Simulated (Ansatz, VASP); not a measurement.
## Zn in VASP and in Ansatz

```
Zn
1.0
    -1.73476    1.73476    1.29130
     1.73476   -1.73476    1.29130
     1.73476    1.73476   -1.29130
Zn
1
Direct
  0.00000 0.00000 0.00000
```

Alike in both runs: task relaxation of cell and atoms; functional PBE; k mesh 26 × 26 × 26; occupations gaussian, width 0.1 eV; no spin polarisation.

|  | VASP | Ansatz |
| --- | --- | --- |
| version | VASP 6.6.1 | Ansatz 0.2.0 |
| potentials or method | VASP PAW PBE potentials, release 64 (Zn), cutoff 600 eV | scalar-relativistic, plane waves, PAW |
| valence electrons in the cell | 12 | 12 |

```csv
,VASP,Ansatz,Ansatz less VASP
"gap on the k mesh at the Fermi level, each at its own relaxed structure (eV)",none,none,-
relaxed volume (Å³/atom),15.57,15.50,-0.074
relaxed cell length with the largest relative difference (Å),2.768,2.764,-0.0046
```

A gap of «none» marks a metal or a gap that the smearing closes.
